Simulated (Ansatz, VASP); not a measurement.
Two plane-wave programs on Al

```xyz
3
Lattice="4.5783 0.0000 0.0000 -2.2891 3.9649 0.0000 0.0000 0.0000 2.8326" Properties=species:S:1:pos:R:3 pbc="T T T"
Al    2.2891    3.9649    0.0000
Al    0.0000    2.6433    1.4163
Al    2.2891    1.3216    1.4163
```

Alike in both runs: task single point; functional LDA; k mesh 9 × 9 × 13; occupations fermi-dirac, width 0.1 eV; no spin polarisation.

|  | VASP | Ansatz |
| --- | --- | --- |
| version | VASP 6.6.1 | Ansatz 0.2.0 |
| potentials or method | VASP PAW LDA potentials, release 64 (Al), cutoff 520 eV | plane waves (420 eV) with PAW, scalar-relativistic |
| valence electrons in the cell | 9 | 9 |

Ansatz gave:

```
pressure (GPa)                                                : -2.7
traceless stress, the component that is largest in VASP (GPa) : -1.64
```

What did VASP give for the same quantities?

Pressure (GPa): -2.7; traceless stress, the component that is largest in VASP (GPa): -1.65.

Ansatz warns that its potentials were made for another functional, while VASP's fit it. LDA's correlation is that of Perdew and Zunger in VASP and of Perdew and Wang (1992) in Ansatz.
